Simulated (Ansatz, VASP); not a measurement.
**One calculation of Sb, two programs**

Contents of POSCAR:

```
Sb
1.0
   -1.5765401831      1.5765401831      2.7119384313
    1.5765401831     -1.5765401831      2.7119384313
    1.5765401831      1.5765401831     -2.7119384313
Sb
1
Direct
    0.0000000000      0.0000000000      0.0000000000
```

INCAR.step1

```
PREC     = Accurate       # precision mode
ENCUT    = 520            # plane-wave cutoff, eV
EDIFF    = 1E-5           # SCF threshold, eV
ISMEAR   = -1             # smearing method
SIGMA    = 0.05           # smearing width, eV
LREAL    = False          # projectors in reciprocal space
LASPH    = True           # aspherical terms in the spheres
NELM     = 80             # most SCF steps
ALGO     = Normal         # electronic algorithm
ISIF     = 2              # what is computed and relaxed
LWAVE    = True           # write WAVECAR
LCHARG   = False          # write CHGCAR
GGA      = PE             # functional
NBANDS   = 8              # bands
```

The input INCAR.step2:

```
PREC     = Accurate       # precision mode
ENCUT    = 520            # plane-wave cutoff, eV
EDIFF    = 1E-6           # SCF threshold, eV
ISMEAR   = -1             # smearing method
SIGMA    = 0.05           # smearing width, eV
LREAL    = False          # projectors in reciprocal space
LASPH    = True           # aspherical terms in the spheres
NELM     = 80             # most SCF steps
ALGO     = Normal         # electronic algorithm
ISIF     = 2              # what is computed and relaxed
LWAVE    = False          # write WAVECAR
LCHARG   = False          # write CHGCAR
GGA      = PE             # functional
LHFCALC  = True           # exact exchange
AEXX     = 0.25           # exact-exchange fraction
PRECFOCK = Normal       
ISTART   = 1            
NBANDS   = 8              # bands
```

KPOINTS

```
Automatic mesh
0
Gamma
  8 8 8
```

Contents of input:

```
crystal:
  lattice:
    - [-1.5765401831, 1.5765401831, 2.7119384313]
    - [1.5765401831, -1.5765401831, 2.7119384313]
    - [1.5765401831, 1.5765401831, -2.7119384313]
  atoms:
    - { symbol: Sb, position: [0.0, 0.0, 0.0] }
hamiltonian:
  xc: pbe0
  pseudopotentials: { kind: paw }
kpoints:
  mp_grid: { grid: [8, 8, 8] }
scf:
  occupations: { method: fermi_dirac, width: 0.05 }
output:
  forces: true
  stress: true
  eigenvalues: true
```

Alike in both runs: task single point; functional PBE0; k mesh 8 × 8 × 8; occupations fermi-dirac, width 0.05 eV; no spin polarisation.

|  | VASP | Ansatz |
| --- | --- | --- |
| version | VASP 6.6.1 | Ansatz 0.2.0 |
| potentials or method | VASP PAW PBE potentials, release 64 (Sb) | Ansatz PAW |
| plane-wave cutoff (eV) | 520 | 420 |
| valence electrons in the cell | 5 | 15 |

|  | VASP | Ansatz | Ansatz less VASP |
| --- | --- | --- | --- |
| gap on the k mesh at the Fermi level (eV) | none | none | - |
| pressure (GPa) | -1.8 | -0.7 | +1.16 |
| traceless stress, the component that is largest in VASP (GPa) | 1.09 | 0.85 | -0.241 |

A gap of «none» marks a metal or a gap that the smearing closes. The functional is the same, so the differences come from potentials, cutoffs and numerics. VASP's potentials hold 5 valence electrons a cell and Ansatz's 15, so a difference there can come from the potentials and not from the codes.

Neither program's run includes spin-orbit coupling.
